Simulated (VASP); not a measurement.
# Mg2C3 (C2/m) in VASP: single point with LDA

Aim: the single point of Mg2C3 with LDA.

All numbers are computed with VASP 6.6.1; they aren't measurements. Logs are shortened: lines on timing, memory, paths and dates and some standing lists are left out, and cuts for length are marked.

## (1) The cell of the first run

It takes space group C2/m (No. 12, monoclinic). Conventional cell: a = 4.739 Å, b = 4.605 Å, c = 4.927 Å, α = 90.00°, β = 103.76°, γ = 90.00°. Mg (site symmetry m) has 11 C at 2.21 to 3.41 Å and 9 Mg at 2.97 to 3.30 Å within 3.5 Å. Within 1.8 Å of C (site symmetry m) lie 1 C at 1.32 Å. Within 1.8 Å of C (site symmetry 2/m) lie 2 C at 1.32 Å.

## (2) Single point, LDA

File INCAR:

```
SYSTEM = Mg2C3
PREC     = Accurate       ! precision mode
ENCUT    = 840            ! plane-wave cutoff, eV
EDIFF    = 1E-6           ! SCF threshold, eV
ISMEAR   = 0              ! smearing method
SIGMA    = 0.02           ! smearing width, eV
LREAL    = .False.        ! projectors in reciprocal space
LASPH    = .True.         ! aspherical terms in the spheres
NELM     = 120            ! most SCF steps
ALGO     = Normal         ! electronic algorithm
ISIF     = 2              ! what is computed and relaxed
LWAVE    = .False.        ! write WAVECAR
LCHARG   = .True.         ! write CHGCAR
LELF     = .True.         ! ELF
LVHAR    = .True.       
NBANDS   = 24             ! bands
GGA_COMPAT= .False.
```

File KPOINTS:

```
Automatic mesh
0
Gamma
  7 7 5
  0 0 0
```

File POSCAR:

```
Mg2C3
1.0
    2.3694098281     -2.3023365739      0.0079325946
    2.3694098281      2.3023365739      0.0079325946
   -1.1877875290      0.0000000000      4.7816344788
Mg C
2 3
Direct
    0.1909410752      0.1909410752      0.8005606341
    0.8090589248      0.8090589248      0.1994393659
    0.6997708138      0.6997708138      0.7376397551
    0.3002291862      0.3002291862      0.2623602449
    0.5000000000      0.5000000000      0.5000000000
```

Potentials or basis: VASP PAW LDA potentials, release 64 (Mg_sv, C).

On the command line:

```bash
> cat potpaw_LDA.64/Mg_sv/POTCAR potpaw_LDA.64/C/POTCAR > POTCAR
> mpirun -np 1 vasp_std > vasp.out
```

OUTCAR:

```text
SYSTEM = Mg2C3
   PREC = Accurate
   ENCUT = 840
   EDIFF = 1E-6
   ISMEAR = 0
   LREAL = .False.
   LASPH = .True.
   NELM = 120
   ISIF = 2

 ion  position               nearest neighbor table
   1  0.191  0.191  0.801-
   2  0.809  0.809  0.199-
   3  0.700  0.700  0.738-   5 1.32
   4  0.300  0.300  0.262-   5 1.32
   5  0.500  0.500  0.500-   3 1.32   4 1.32

  LATTYP: Found a base centered monoclinic cell.
 ALAT       =     4.7388462138
 B/A-ratio  =     0.9716865541
 C/A-ratio  =     1.0396946733
 COS(beta)  =    -0.2378290178

  Lattice vectors:

 A1 = (   2.3694098281,  -2.3023365739,   0.0079325946)
 A2 = (   2.3694098281,   2.3023365739,   0.0079325946)
 A3 = (  -1.1877875290,   0.0000000000,   4.7816344788)

Analysis of symmetry for initial positions (statically):
=====================================================================
 Subroutine PRICEL returns:
 Original cell was already a primitive cell.

 Routine SETGRP: Setting up the symmetry group for a
 base centered monoclinic supercell.

 Subroutine GETGRP returns: Found  4 space group operations
 (whereof  4 operations were pure point group operations)
 out of a pool of  4 trial point group operations.

The static configuration has the point symmetry C_2h.

Analysis of symmetry for dynamics (positions and initial velocities):
=====================================================================
 Subroutine PRICEL returns:
 Original cell was already a primitive cell.

 Routine SETGRP: Setting up the symmetry group for a
 base centered monoclinic supercell.

 Subroutine GETGRP returns: Found  4 space group operations
 (whereof  4 operations were pure point group operations)
 out of a pool of  4 trial point group operations.

The dynamic configuration has the point symmetry C_2h.

 Subroutine INISYM returns: Found  4 space group operations
 (whereof  4 operations are pure point group operations),
 and found     1 'primitive' translations

----------------------------------------------------------------------------------------

                                     Primitive cell

  volume of cell :      52.2127

  direct lattice vectors                    reciprocal lattice vectors
     2.369409828 -2.302336574  0.007932595     0.210847662 -0.217170680  0.052375861
     2.369409828  2.302336574  0.007932595     0.210847662  0.217170680  0.052375861
    -1.187787529  0.000000000  4.781634479    -0.000699580  0.000000000  0.208959729

  length of vectors
     3.303773533  3.303773533  4.926953166     0.307185729  0.307185729  0.208960901

  position of ions in fractional coordinates (direct lattice)
     0.190941075  0.190941075  0.800560634
     0.809058925  0.809058925  0.199439366
     0.699770814  0.699770814  0.737639755
     0.300229186  0.300229186  0.262360245
     0.500000000  0.500000000  0.500000000

  ion indices of the primitive-cell ions
   primitive index   ion index
                 1           1
                 2           2
                 3           3
                 4           4
                 5           5

----------------------------------------------------------------------------------------

 KPOINTS: Automatic mesh

Automatic generation of k-mesh.
 Grid dimensions read from file:
 generate k-points for:    7    7    5

 Generating k-lattice:

  Cartesian coordinates                     Fractional coordinates (reciprocal lattice)
     0.030121095 -0.031024383  0.007482266     0.142857143 -0.000000000 -0.000000000
     0.030121095  0.031024383  0.007482266    -0.000000000  0.142857143 -0.000000000
    -0.000139916  0.000000000  0.041791946     0.000000000  0.000000000  0.200000000

  Length of vectors
     0.043883676  0.043883676  0.041792180

  Shift w.r.t. Gamma in fractional coordinates (k-lattice)
     0.000000000  0.000000000  0.000000000

 Subroutine IBZKPT returns following result:
 ===========================================

 Found     72 irreducible k-points:

 Following reciprocal coordinates:
            Coordinates               Weight
  0.000000  0.000000  0.000000      1.000000
  0.142857 -0.000000  0.000000      4.000000
  0.285714 -0.000000  0.000000      4.000000
  0.428571 -0.000000  0.000000      4.000000
  0.142857  0.142857  0.000000      2.000000
  0.285714  0.142857 -0.000000      4.000000
[... 16 lines left out ...]
 -0.142857  0.000000  0.200000      4.000000
  0.142857  0.142857  0.200000      2.000000
 [... further k-points ...]
   k-points           NKPTS =     72   k-points in BZ     NKDIM =     72   number of bands    NBANDS=     24
   number of dos      NEDOS =    301   number of ions     NIONS =      5
   total plane-waves  NPLWV =  49152
   dimension x,y,z NGX =    32 NGY =   32 NGZ =   48
   dimension x,y,z NGXF=    64 NGYF=   64 NGZF=   96
   ions per type =               2   3
   NGX,Y,Z   is equivalent  to a cutoff of  16.10, 16.10, 16.20 a.u.
   NGXF,Y,Z  is equivalent  to a cutoff of  32.20, 32.20, 32.39 a.u.
 SYSTEM =  Mg2C3
   PREC   = accura    normal or accurate (medium, high low for compatibility)
   ISTART =      0    job   : 0-new  1-cont  2-samecut
   ICHARG =      2    charge: 1-file 2-atom 10-const
   ISPIN  =      1    spin polarized calculation?
   LNONCOLLINEAR =      F non collinear calculations
   LSORBIT =      F    spin-orbit coupling
   LASPH  =      T    aspherical Exc in radial PAW
   ENCUT  =  840.0 eV  61.74 Ry    7.86 a.u.   7.81  7.81 11.64*2*pi/ulx,y,z
   NELM   =    120;   NELMIN=  2; NELMDL= -5     # of ELM steps
   EDIFF  = 0.1E-05   stopping-criterion for ELM
   LREAL  =      F    real-space projection
   EDIFFG = 0.1E-04   stopping-criterion for IOM
   NSW    =      0    number of steps for IOM
   IBRION =     -1    ionic relax: 0-MD 1-quasi-New 2-CG
   NFREE  =      0    steps in history (QN), initial steepest desc. (CG)
   ISIF   =      2    stress and relaxation
   ISYM   =      2    0-nonsym 1-usesym 2-fastsym
   POTIM  = 0.5000    time-step for ionic-motion
   TEBEG  =    0.0;   TEEND  =   0.0 temperature during run
   PSTRESS=    0.0 pullay stress
   NELECT =      32.0000    total number of electrons
   NUPDOWN=      -1.0000    fix difference up-down
   EMIN   =  10.00;   EMAX   =-10.00  energy-range for DOS
   EFERMI =   0.00;   METHOD = LEGACY
   ISMEAR =     0;   SIGMA  =   0.02  broadening in eV -4-tet -1-fermi 0-gaus
   EFERMI_NEDOS =   21; number of points for ismear=-14 and -15
   IALGO  =     38    algorithm
   IMIX   =      4    mixing-type and parameters
     AMIX     =   0.40;   BMIX     =  1.00
     AMIX_MAG =   1.60;   BMIX_MAG =  1.00
  volume/ion in A,a.u.               =      10.44        70.47
  Fermi-wavevector in a.u.,A,eV,Ry     =   1.390591  2.627836 26.310168  1.933743
  Thomas-Fermi vector in A             =   2.514511
   LORBIT       =      0    0 simple, 1 ext, 2 COOP (PROOUT), +10 PAW based schemes
   GGA     = CA    functional components
   LHFCALC =     F    Hartree Fock is set to
   AEXX    =    0.0000 exact exchange contribution
   IVDW    =     0    specifies the selected vdW correction
   LEPSILON=     F    determine dielectric tensor
   LRPA    =     F    only Hartree local field effects (RPA)
 non-spin polarized calculation
 Gauss-broadening in eV      SIGMA  =   0.02
  energy-cutoff  :      840.00
  volume of cell :       52.21
 maximum number of plane-waves:      2906
   NGX = 15   NGY = 15   NGZ = 23

 number of electron      32.0000004 magnetization

 Free energy of the ion-electron system (eV)
  ---------------------------------------------------
  ext. energy  EPLUGINS =         0.00000000
  ---------------------------------------------------
  free energy    TOTEN  =       -32.95552425 eV

  energy without entropy =      -32.95552425  energy(sigma->0) =      -32.95552425

 E-fermi :   4.8037     XC(G=0): -11.1442

 val. band max:        4.4931994110   @ k =   0.1429  -0.0000   0.4000
 cond. band min:       6.4062273253   @ k =   0.4286   0.4286   0.2000
 fundamental gap:      1.9130279142
 Fermi energy:         4.8037196976

 k-point     1 :       0.0000    0.0000    0.0000
  band No.  band energies     occupation
      1     -69.6260      2.00000
      2     -69.6203      2.00000
      3     -37.1620      2.00000
      4     -37.1275      2.00000
      5     -37.1183      2.00000
      6     -37.1013      2.00000
[... 16 lines left out ...]
     23      14.0376      0.00000
     24      15.1918      0.00000

 k-point     2 :       0.1429   -0.0000    0.0000
  band No.  band energies     occupation
      1     -69.6256      2.00000
      2     -69.6204      2.00000
      3     -37.1610      2.00000
      4     -37.1295      2.00000
      5     -37.1182      2.00000
      6     -37.1038      2.00000
[... 16 lines left out ...]
     23      13.6174      0.00000
     24      15.2782      0.00000

 k-point     3 :       0.2857   -0.0000    0.0000
  band No.  band energies     occupation
      1     -69.6247      2.00000
      2     -69.6208      2.00000
      3     -37.1589      2.00000
      4     -37.1333      2.00000
      5     -37.1186      2.00000
      6     -37.1091      2.00000
[... 16 lines left out ...]
     23      13.6480      0.00000
     24      15.2943      0.00000
[... 514 lines left out ...]
 k-point    23 :      -0.1429    0.0000    0.2000
  band No.  band energies     occupation
      1     -69.6255      2.00000
      2     -69.6205      2.00000
      3     -37.1596      2.00000
      4     -37.1332      2.00000
      5     -37.1166      2.00000
      6     -37.1030      2.00000
[... 16 lines left out ...]
     23      14.4412      0.00000
     24      14.8349      0.00000

 k-point    24 :       0.1429    0.1429    0.2000
  band No.  band energies     occupation
      1     -69.6248      2.00000
      2     -69.6210      2.00000
      3     -37.1567      2.00000
      4     -37.1328      2.00000
      5     -37.1144      2.00000
      6     -37.1092      2.00000
[... 16 lines left out ...]
     23      13.4347      0.00000
     24      15.0688      0.00000

 [... further k-points ...]

------------------------ aborting loop because EDIFF is reached ----------------------------------------

  FORCE on cell =-STRESS in cart. coord.  units (eV):
  Direction    XX          YY          ZZ          XY          YZ          ZX
  --------------------------------------------------------------------------------------
  -------------------------------------------------------------------------------------
  Total        0.0444103      0.0212063      0.0769873      0.0000000      0.0000000      0.0091859
  in kB        1.3627563      0.6507260      2.3623977      0.0000000      0.0000000      0.2818748
  external PRESSURE =       1.4586267 kB  Pullay stress =       0.0000000 kB

 VOLUME and BASIS-vectors are now :
 -----------------------------------------------------------------------------
  energy-cutoff  :      840.00
  volume of cell :       52.21
      direct lattice vectors                 reciprocal lattice vectors
     2.369409828 -2.302336574  0.007932595     0.210847662 -0.217170680  0.052375861
     2.369409828  2.302336574  0.007932595     0.210847662  0.217170680  0.052375861
    -1.187787529  0.000000000  4.781634479    -0.000699580  0.000000000  0.208959729

 POSITION                                       TOTAL-FORCE (eV/Angst)
 -----------------------------------------------------------------------------------
     -0.04606      0.00000      3.83102        -0.003354      0.000000     -0.002102
      3.59709      0.00000      0.96648         0.003354      0.000000      0.002102
      2.43993      0.00000      3.53823         0.006422      0.000000      0.006024
      1.11110      0.00000      1.25927        -0.006422      0.000000     -0.006024
      1.77552      0.00000      2.39875         0.000000      0.000000      0.000000
 -----------------------------------------------------------------------------------
    total drift:                               -0.000000     -0.000000     -0.000000

  FREE ENERGIE OF THE ION-ELECTRON SYSTEM (eV)
  ---------------------------------------------------
  free  energy   TOTEN  =       -32.9555242513 eV

  energy  without entropy=      -32.9555242513  energy(sigma->0) =      -32.95552425
```

Wall time 3.1 min (1 thread of AMD EPYC 7R43 (Zen 3), shared host); peak memory 0.23 GiB.

Results:

- Free energy: -32.9555 eV
- Pressure: 0.1 GPa
- Largest force: 0.009 eV/Å
- Band gap on the k mesh: 1.91 eV (least direct gap 2.64 eV)

Forces in eV/Å, atoms in the order of the input:
```
Mg  -0.003  0.000 -0.002
Mg   0.003  0.000  0.002
C    0.006  0.000  0.006
C   -0.006  0.000 -0.006
C    0.000  0.000  0.000
```

Stress tensor (GPa, compression positive):
```
0.14 0.00 0.03
0.00 0.07 0.00
0.03 0.00 0.24
```

Levels at points of the mesh, in eV from the valence-band top:
| k point | band 14 | band 15 | band 16 | band 17 | band 18 | band 19 |
| --- | --- | --- | --- | --- | --- | --- |
| (0.00, 0.00, 0.00) | -2.88 | -1.45 | -0.66 | 3.68 | 3.78 | 4.18 |

A k mesh can miss the band edges. LDA gaps usually lie below the measured ones, often by a third to a half.
